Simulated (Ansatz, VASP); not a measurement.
# Ta: VASP beside Ansatz

Contents of POSCAR:

```
Ta
1.0
    2.9510438102      0.0000000000      0.0000000000
   -1.4755219102      2.5556789144      0.0000000000
    0.0000000000      0.0000000000      5.2565327970
Ta
2
Direct
    0.6666666667      0.3333333333      0.7500000000
    0.3333333333      0.6666666667      0.2500000000
```

The input INCAR.step1:

```
SYSTEM = Ta
ALGO     = Normal         ! electronic algorithm
EDIFF    = 1E-4           ! SCF threshold, eV
ENCUT    = 520            ! plane-wave cutoff, eV
GGA      = PE             ! functional
ISMEAR   = 1              ! smearing method
LASPH    = .TRUE.         ! aspherical terms in the spheres
LCHARG   = .FALSE.        ! write CHGCAR
LREAL    = .FALSE.        ! projectors in reciprocal space
LWAVE    = .TRUE.         ! write WAVECAR
NBANDS   = 18             ! bands
NELM     = 100            ! most SCF steps
PREC     = Accurate       ! precision mode
SIGMA    = 0.1            ! smearing width, eV
```

The input INCAR.step2:

```
SYSTEM = Ta
ALGO     = Normal         ! electronic algorithm
EDIFF    = 1E-6           ! SCF threshold, eV
ENCUT    = 520            ! plane-wave cutoff, eV
ISIF     = 2              ! what is computed and relaxed
ISMEAR   = 1              ! smearing method
ISTART   = 1            
LASPH    = .TRUE.         ! aspherical terms in the spheres
LCHARG   = .FALSE.        ! write CHGCAR
LMIXTAU  = .TRUE.       
LREAL    = .FALSE.        ! projectors in reciprocal space
LWAVE    = .FALSE.        ! write WAVECAR
METAGGA  = R2SCAN         ! meta-GGA
NBANDS   = 18             ! bands
NELM     = 100            ! most SCF steps
PREC     = Accurate       ! precision mode
SIGMA    = 0.1            ! smearing width, eV
```

File KPOINTS:

```
k-points
0
G
  11 11 6
  0 0 0
```

Input for Ansatz:

```yaml
crystal:
  lattice:
    - [2.9510438102184025, 0.0, 0.0]
    - [-1.475521910196555, 2.555678914404579, 0.0]
    - [0.0, 0.0, 5.256532797046368]
  atoms:
    - { symbol: Ta, position: [0.6666666666666666, 0.3333333333333333, 0.75] }
    - { symbol: Ta, position: [0.3333333333333333, 0.6666666666666666, 0.25] }
basis:
  ecutwfc: 653.073269903712
kpoints:
  mp_grid:
    grid: [11, 11, 6]
hamiltonian:
  xc: r2scan
scf:
  occupations:
    method: methfessel_paxton
    width: 0.1
output:
  stress: true
```

Alike in both runs: task single point; functional r2SCAN; k mesh 11 × 11 × 6; occupations methfessel-paxton of order 1, width 0.1 eV; no spin polarisation.

```csv
,VASP,Ansatz
version,VASP 6.6.1,Ansatz 0.2.0
potentials or method,"VASP PAW PBE potentials, release 64 (Ta_pv), cutoff 520 eV","plane waves, PAW"
valence electrons in the cell,22,26
```

|  | VASP | Ansatz | Ansatz less VASP |
| --- | --- | --- | --- |
| pressure (GPa) | -12.1 | -12.5 | -0.39 |
| traceless stress, the component that is largest in VASP (GPa) | 0.84 | 0.76 | -0.072 |

VASP's potentials were made for PBE, not for r2SCAN. The functional is the same, so the differences come from potentials, cutoffs and numerics. VASP's potentials hold 22 valence electrons a cell and Ansatz's 26, so a difference there can come from the potentials and not from the codes.

Neither program's run includes spin-orbit coupling.
